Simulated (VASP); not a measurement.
# BaS in VASP: further runs

Aim: see how the results for BaS move with the level of theory and the settings. Levels: r2SCAN, PBE. Tasks: single point.

Program: VASP 6.6.1. These are calculated values, not measurements. Logs are shortened: lines on timing, memory, paths and dates and some standing lists are left out, and cuts for length are marked.

## 1. The cell of the first run

The structure is orthorhombic, space group Immm (No. 71). Conventional cell: a = 4.485 Å, b = 4.599 Å, c = 6.424 Å, α = 90.00°, β = 90.00°, γ = 90.00°. Within 4.2 Å of Ba (site symmetry mmm) lie 6 S at 3.21 Å. Within 4.2 Å of S (site symmetry mmm) lie 6 Ba at 3.21 Å.

## 2. Single point, r2SCAN (shear xy strain +2.5%)

POSCAR reads:

```
BaS
1.0
    0.0401474484      3.2117958753      3.2117958753
    3.2117958753      0.0401474484      3.2117958753
    3.2519433238      3.2519433238      0.0000000001
Ba S
1 1
Direct
    0.0000000000      0.0000000000      0.0000000000
    0.5000000000      0.5000000000      0.5000000000
```

INCAR.step1 reads:

```
SYSTEM = BaS
  ALGO = Normal
  EDIFF = 1E-4
  ENCUT = 520
  GGA = PE
  ISMEAR = 0
  LASPH = .TRUE.
  LCHARG = .FALSE.
  LREAL = .FALSE.
  LWAVE = .TRUE.
  NBANDS = 15
  NELM = 60
  PREC = Accurate
  SIGMA = 0.01
```

INCAR.step2 reads:

```
SYSTEM = BaS
  ALGO = Normal
  EDIFF = 1E-6
  ENCUT = 520
  ISIF = 2
  ISMEAR = 0
  ISTART = 1
  LASPH = .TRUE.
  LCHARG = .FALSE.
  LMIXTAU = .TRUE.
  LREAL = .FALSE.
  LWAVE = .FALSE.
  METAGGA = R2SCAN
  NBANDS = 15
  NELM = 60
  PREC = Accurate
  SIGMA = 0.01
```

KPOINTS reads:

```
k-points
0
G
  8 8 8
  0 0 0
```

Potentials or basis: VASP PAW PBE potentials, release 64 (Ba_sv, S).

Launch:

```bash
cat potpaw_PBE.64/Ba_sv/POTCAR potpaw_PBE.64/S/POTCAR > POTCAR
cp INCAR.step1 INCAR
mpirun -np 1 vasp_std > vasp.out
cp INCAR.step2 INCAR
mpirun -np 1 vasp_std > vasp.out
```

OUTCAR:

```text
SYSTEM = BaS
   EDIFF = 1E-6
   ENCUT = 520
   ISIF = 2
   ISMEAR = 0
   ISTART = 1
   LASPH = .TRUE.
   LREAL = .FALSE.
   METAGGA = R2SCAN
   NELM = 60
   PREC = Accurate

 ion  position               nearest neighbor table
   1  0.000  0.000  0.000-   2 3.21   2 3.21   2 3.21   2 3.21   2 3.21   2 3.21
   2  0.500  0.500  0.500-   1 3.21   1 3.21   1 3.21   1 3.21   1 3.21   1 3.21

  LATTYP: Found a body centered orthorhombic cell.
 ALAT       =     4.4853882204
 B/A-ratio  =     1.0253164557
 C/A-ratio  =     1.4321149998

  Lattice vectors:

 A1 = (   3.2117958754,   0.0401474485,  -3.2117958752)
 A2 = (  -3.2117958753,  -0.0401474484,  -3.2117958753)
 A3 = (   0.0401474484,   3.2117958753,   3.2117958753)

Analysis of symmetry for initial positions (statically):
=====================================================================
 Subroutine PRICEL returns:
 Original cell was already a primitive cell.

 Routine SETGRP: Setting up the symmetry group for a
 body centered orthorhombic supercell.

 Subroutine GETGRP returns: Found  8 space group operations
 (whereof  8 operations were pure point group operations)
 out of a pool of  8 trial point group operations.

The static configuration has the point symmetry D_2h.

Analysis of symmetry for dynamics (positions and initial velocities):
=====================================================================
 Subroutine PRICEL returns:
 Original cell was already a primitive cell.

 Routine SETGRP: Setting up the symmetry group for a
 body centered orthorhombic supercell.

 Subroutine GETGRP returns: Found  8 space group operations
 (whereof  8 operations were pure point group operations)
 out of a pool of  8 trial point group operations.

The dynamic configuration has the point symmetry D_2h.

 Subroutine INISYM returns: Found  8 space group operations
 (whereof  8 operations are pure point group operations),
 and found     1 'primitive' translations

----------------------------------------------------------------------------------------

                                     Primitive cell

  volume of cell :      66.2531

  direct lattice vectors                    reciprocal lattice vectors
     0.040147448  3.211795875  3.211795875    -0.157646729  0.157646729  0.155676145
     3.211795875  0.040147448  3.211795875     0.157646729 -0.157646729  0.155676145
     3.251943324  3.251943324  0.000000000     0.153754217  0.153754217 -0.155676145

  length of vectors
     4.542342711  4.542342711  4.598942353     0.271919187  0.271919187  0.267424346

  position of ions in fractional coordinates (direct lattice)
     0.000000000  0.000000000  0.000000000
     0.500000000  0.500000000  0.500000000

  ion indices of the primitive-cell ions
   primitive index   ion index
                 1           1
                 2           2

----------------------------------------------------------------------------------------

 KPOINTS: k-points

Automatic generation of k-mesh.
 Grid dimensions read from file:
 generate k-points for:    8    8    8

 Generating k-lattice:

  Cartesian coordinates                     Fractional coordinates (reciprocal lattice)
    -0.019705841  0.019705841  0.019459518     0.125000000  0.000000000 -0.000000000
     0.019705841 -0.019705841  0.019459518     0.000000000  0.125000000 -0.000000000
     0.019219277  0.019219277 -0.019459518     0.000000000  0.000000000  0.125000000

  Length of vectors
     0.033989898  0.033989898  0.033428043

  Shift w.r.t. Gamma in fractional coordinates (k-lattice)
     0.000000000  0.000000000  0.000000000

 Subroutine IBZKPT returns following result:
 ===========================================

 Found     95 irreducible k-points:

 Following reciprocal coordinates:
            Coordinates               Weight
  0.000000  0.000000  0.000000      1.000000
  0.125000  0.000000 -0.000000      4.000000
  0.250000  0.000000 -0.000000      4.000000
  0.375000  0.000000  0.000000      4.000000
  0.500000  0.000000 -0.000000      2.000000
  0.125000  0.125000  0.000000      2.000000
[... 16 lines left out ...]
  0.125000  0.000000  0.125000      4.000000
  0.250000  0.000000  0.125000      8.000000
 [... further k-points ...]
   k-points           NKPTS =     95   k-points in BZ     NKDIM =     95   number of bands    NBANDS=     15
   number of dos      NEDOS =    301   number of ions     NIONS =      2
   total plane-waves  NPLWV =  46656
   dimension x,y,z NGX =    36 NGY =   36 NGZ =   36
   dimension x,y,z NGXF=    72 NGYF=   72 NGZF=   72
   ions per type =               1   1
   NGX,Y,Z   is equivalent  to a cutoff of  13.18, 13.18, 13.01 a.u.
   NGXF,Y,Z  is equivalent  to a cutoff of  26.35, 26.35, 26.03 a.u.
 SYSTEM =  BaS
   PREC   = accura    normal or accurate (medium, high low for compatibility)
   ISTART =      1    job   : 0-new  1-cont  2-samecut
   ICHARG =      0    charge: 1-file 2-atom 10-const
   ISPIN  =      1    spin polarized calculation?
   LNONCOLLINEAR =      F non collinear calculations
   LSORBIT =      F    spin-orbit coupling
   LASPH  =      T    aspherical Exc in radial PAW
   ENCUT  =  520.0 eV  38.22 Ry    6.18 a.u.   8.45  8.45  8.55*2*pi/ulx,y,z
   NELM   =     60;   NELMIN=  2; NELMDL=  0     # of ELM steps
   EDIFF  = 0.1E-05   stopping-criterion for ELM
   LREAL  =      F    real-space projection
   EDIFFG = 0.1E-04   stopping-criterion for IOM
   NSW    =      0    number of steps for IOM
   IBRION =     -1    ionic relax: 0-MD 1-quasi-New 2-CG
   NFREE  =      0    steps in history (QN), initial steepest desc. (CG)
   ISIF   =      2    stress and relaxation
   ISYM   =      2    0-nonsym 1-usesym 2-fastsym
   POTIM  = 0.5000    time-step for ionic-motion
   TEBEG  =    0.0;   TEEND  =   0.0 temperature during run
   PSTRESS=    0.0 pullay stress
   NELECT =      16.0000    total number of electrons
   NUPDOWN=      -1.0000    fix difference up-down
   EMIN   =  10.00;   EMAX   =-10.00  energy-range for DOS
   EFERMI =   0.00;   METHOD = LEGACY
   ISMEAR =     0;   SIGMA  =   0.01  broadening in eV -4-tet -1-fermi 0-gaus
   EFERMI_NEDOS =   21; number of points for ismear=-14 and -15
   IALGO  =     38    algorithm
   IMIX   =      4    mixing-type and parameters
     AMIX     =   0.40;   BMIX     =  1.00
     AMIX_MAG =   1.60;   BMIX_MAG =  1.00
  volume/ion in A,a.u.               =      33.13       223.55
  Fermi-wavevector in a.u.,A,eV,Ry     =   1.019482  1.926541 14.141124  1.039343
  Thomas-Fermi vector in A             =   2.152998
   LORBIT       =      0    0 simple, 1 ext, 2 COOP (PROOUT), +10 PAW based schemes
   METAGGA = R2SCAN    functional components
   LHFCALC =     F    Hartree Fock is set to
   AEXX    =    0.0000 exact exchange contribution
   IVDW    =     0    specifies the selected vdW correction
   LEPSILON=     F    determine dielectric tensor
   LRPA    =     F    only Hartree local field effects (RPA)
 non-spin polarized calculation
 Gauss-broadening in eV      SIGMA  =   0.01
  energy-cutoff  :      520.00
  volume of cell :       66.25
 maximum number of plane-waves:      1811
 NGX is ok and might be reduce to    36
   NGX = 17   NGY = 17   NGZ = 17

 number of electron      16.0000001 magnetization

 Free energy of the ion-electron system (eV)
  ---------------------------------------------------
  ext. energy  EPLUGINS =         0.00000000
  ---------------------------------------------------
  free energy    TOTEN  =       -39.20288999 eV

  energy without entropy =      -39.20288999  energy(sigma->0) =      -39.20288999

 E-fermi :   1.2213     XC(G=0):  -9.0061

 val. band max:        1.1665233194   @ k =   0.0000   0.0000   0.0000
 cond. band min:       3.6234012037   @ k =   0.5000   0.5000   0.0000
 fundamental gap:      2.4568778844
 Fermi energy:         1.2212833551

 k-point     1 :       0.0000    0.0000    0.0000
  band No.  band energies     occupation
      1     -25.7349      2.00000
      2     -10.3708      2.00000
      3     -10.3698      2.00000
      4     -10.3682      2.00000
      5      -9.6375      2.00000
      6       1.1059      2.00000
      7       1.1337      2.00000
      8       1.1665      2.00000
      9       5.2309      0.00000
     10       5.3348      0.00000
     11       5.4703      0.00000
     12       5.5431      0.00000
     13       6.4625      0.00000
     14       6.4628      0.00000
     15      10.2998      0.00000

 k-point     2 :       0.1250    0.0000   -0.0000
  band No.  band energies     occupation
      1     -25.7283      2.00000
      2     -10.6794      2.00000
      3     -10.3756      2.00000
      4     -10.3754      2.00000
      5      -9.3136      2.00000
      6       0.7692      2.00000
      7       0.8996      2.00000
      8       0.9457      2.00000
      9       5.4373      0.00000
     10       5.5762      0.00000
     11       5.7072      0.00000
     12       5.9010      0.00000
     13       6.9183      0.00000
     14       6.9192      0.00000
     15      10.9717      0.00000

 k-point     3 :       0.2500    0.0000   -0.0000
  band No.  band energies     occupation
      1     -25.7123      2.00000
      2     -11.1101      2.00000
      3     -10.3908      2.00000
      4     -10.3864      2.00000
      5      -8.8493      2.00000
      6       0.0462      2.00000
      7       0.4836      2.00000
      8       0.5421      2.00000
      9       5.6541      0.00000
     10       6.2530      0.00000
     11       6.3849      0.00000
     12       7.0614      0.00000
     13       8.0693      0.00000
     14       8.0731      0.00000
     15      12.2805      0.00000

 k-point     4 :       0.3750    0.0000    0.0000
  band No.  band energies     occupation
      1     -25.6963      2.00000
      2     -11.4117      2.00000
      3     -10.4057      2.00000
      4     -10.3973      2.00000
      5      -8.5112      2.00000
      6      -0.5298      2.00000
      7       0.1419      2.00000
      8       0.2106      2.00000
      9       6.2516      0.00000
     10       7.2270      0.00000
     11       7.3646      0.00000
     12       7.7882      0.00000
     13       9.4976      0.00000
     14       9.4988      0.00000
     15      11.8834      0.00000
[... 307 lines left out ...]
 k-point    22 :      -0.0000   -0.0000    0.1250
  band No.  band energies     occupation
      1     -25.7289      2.00000
      2     -10.6826      2.00000
      3     -10.3740      2.00000
      4     -10.3735      2.00000
      5      -9.3090      2.00000
      6       0.7350      2.00000
      7       0.9278      2.00000
      8       0.9769      2.00000
      9       5.4056      0.00000
     10       5.6183      0.00000
     11       5.7756      0.00000
     12       5.8335      0.00000
     13       6.9043      0.00000
     14       6.9047      0.00000
     15      10.9035      0.00000

 k-point    23 :       0.1250    0.0000    0.1250
  band No.  band energies     occupation
      1     -25.7265      2.00000
      2     -10.6971      2.00000
      3     -10.3965      2.00000
      4     -10.3965      2.00000
      5      -9.2656      2.00000
      6       0.4493      2.00000
      7       1.0590      2.00000
      8       1.0620      2.00000
      9       5.0325      0.00000
     10       5.7046      0.00000
     11       5.9884      0.00000
     12       5.9959      0.00000
     13       6.6019      0.00000
     14       7.5980      0.00000
     15      11.1235      0.00000

 k-point    24 :       0.2500    0.0000    0.1250
  band No.  band energies     occupation
      1     -25.7136      2.00000
      2     -10.9930      2.00000
      3     -10.4225      2.00000
      4     -10.4039      2.00000
      5      -8.9724      2.00000
      6      -0.0043      2.00000
      7       0.7500      2.00000
      8       0.8388      2.00000
      9       4.9419      0.00000
     10       6.3313      0.00000
     11       6.6194      0.00000
     12       6.7196      0.00000
     13       7.1959      0.00000
     14       8.8208      0.00000
     15      12.3083      0.00000

 [... further k-points ...]
[... 5 lines left out ...]
  --------------------------------------------------------------------------------------
  -------------------------------------------------------------------------------------
  Total        0.2426236      0.2426236      0.2372352     -0.1975786     -0.0000000     -0.0000000
  in kB        5.8672923      5.8672923      5.7369861     -4.7779827     -0.0000000     -0.0000000
  external PRESSURE =       5.8238569 kB  Pullay stress =       0.0000000 kB

 VOLUME and BASIS-vectors are now :
 -----------------------------------------------------------------------------
  energy-cutoff  :      520.00
  volume of cell :       66.25
      direct lattice vectors                 reciprocal lattice vectors
     0.040147448  3.211795875  3.211795875    -0.157646729  0.157646729  0.155676145
     3.211795875  0.040147448  3.211795875     0.157646729 -0.157646729  0.155676145
     3.251943324  3.251943324  0.000000000     0.153754217  0.153754217 -0.155676145

 POSITION                                       TOTAL-FORCE (eV/Angst)
 -----------------------------------------------------------------------------------
      0.00000      0.00000      0.00000        -0.000000     -0.000000      0.000000
      3.25194      3.25194      3.21180         0.000000      0.000000     -0.000000
 -----------------------------------------------------------------------------------
    total drift:                                0.000000      0.000000      0.000000

  FREE ENERGIE OF THE ION-ELECTRON SYSTEM (eV)
  ---------------------------------------------------
  free  energy   TOTEN  =       -39.2028899891 eV

  energy  without entropy=      -39.2028899891  energy(sigma->0) =      -39.20288999
```

Wall time 4.8 min (1 thread of Intel Xeon 6975P-C, shared host); peak memory 0.28 GiB.

Results:

```
Free energy            : -39.2029 eV
Pressure               : 0.6 GPa
Band gap on the k mesh : 2.46 eV, indirect (least direct gap 2.60 eV)
```

Caveat: the cell differs from its parent crystal (shear xy strain +2.5%); the PAW data sets were made with another functional, which shifts forces and pressure a little; spin-orbit coupling is left out, which moves the levels of the heavy elements. A k mesh can miss the band edges.

## 3. Single point, PBE

INCAR reads:

```
SYSTEM = BaS
PREC = Accurate ; ENCUT = 520
EDIFF = 1E-6 ; ISMEAR = 0
SIGMA = 0.01 ; LREAL = .FALSE.
LASPH = .TRUE. ; NELM = 60
ALGO = Normal ; ISIF = 2
LWAVE = .FALSE. ; LCHARG = .FALSE.
GGA = PE ; NBANDS = 15
```

KPOINTS reads:

```
regular mesh
0
G
  4 4 4
  0 0 0
```

POSCAR reads:

```
BaS
1.0
    0.0000000000      3.2117958753      3.2117958753
    3.2117958753      0.0000000000      3.2117958753
    3.2117958753      3.2117958753      0.0000000000
Ba S
1 1
Direct
    0.0000000000      0.0000000000      0.0000000000
    0.5000000000      0.5000000000      0.5000000000
```

Potentials or basis: VASP PAW PBE potentials, release 64 (Ba_sv, S).

Launch:

```bash
cat potpaw_PBE.64/Ba_sv/POTCAR potpaw_PBE.64/S/POTCAR > POTCAR
mpirun -np 1 vasp_std > vasp.out
```

It took 7.7 s on 1 thread of AMD EPYC 9R45 (Zen 5), shared host; peak memory 0.17 GiB.

Results (log left out):

| Item | Value |
| --- | --- |
| Free energy | -10.1873 eV |
| Pressure | 0.7 GPa |
| Band gap on the k mesh | 2.13 eV, indirect (least direct gap 2.28 eV) |

Levels at points of the mesh, in eV from the valence-band top:
```tsv
k point	band 5	band 6	band 7	band 8	band 9	band 10	band 11	band 12
(0.00, 0.00, 0.00)	-10.33	0.00	0.00	0.00	3.51	3.86	3.86	3.86
(0.50, 0.00, 0.00)	-9.17	-1.90	-1.06	-1.06	5.48	5.64	6.24	6.24
(0.50, 0.50, 0.00)	-10.24	-0.54	-0.15	-0.15	2.13	5.88	5.92	7.40
```

Caveat: the k points lie up to 0.42 Å⁻¹ apart; spin-orbit coupling is left out, which moves the levels of the heavy elements.

[end of part 1 of 2]
